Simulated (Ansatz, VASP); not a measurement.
# AlIn2B2As: VASP beside Ansatz

```
CELL_PARAMETERS angstrom
2.44042 -2.81162 0.00137
2.44042 2.81162 0.00137
-0.00518 0.00000 8.36843
ATOMIC_POSITIONS crystal
Al 0.50000 0.50000 0.50000
In 0.00004 0.00004 0.30169
In 0.99996 0.99996 0.69831
B 0.86108 0.13892 0.00000
B 0.13892 0.86108 0.00000
As 0.50000 0.50000 0.00000
```

Alike in both runs: functional PBE; k mesh 5 × 5 × 2; occupations gaussian, width 0.2 eV; no spin polarisation.

Ansatz relaxed the structure, and its values are those at the end. VASP's run is a single point on that final structure, the one shown.

|  | VASP | Ansatz |
| --- | --- | --- |
| version | VASP 6.6.1 | Ansatz 0.2.0 |
| potentials or method | VASP PAW PBE potentials, release 64 (Al, In_d, B, As), cutoff 520 eV | scalar-relativistic, plane waves, PAW |
| valence electrons in the cell | 40 | 50 |

Ansatz gave:

| Property | Result |
| --- | --- |
| gap on the k mesh at the Fermi level (eV) | none |
| pressure (GPa) | 0.3 |
| rms of the force components (eV/Å) | 0.018 |

Question: What did VASP give for the same quantities?

Answer: gap on the k mesh at the Fermi level (eV): none; pressure (GPa): 0.3; rms of the force components (eV/Å): 0.024.

A gap of «none» marks a metal or a gap that the smearing closes. With one functional, cell and mesh, what is left measures potentials, basis and numerics. VASP's potentials hold 40 valence electrons a cell and Ansatz's 50, so a difference there can come from the potentials and not from the codes.

The k mesh is coarse, so the values compare programs but aren't converged.
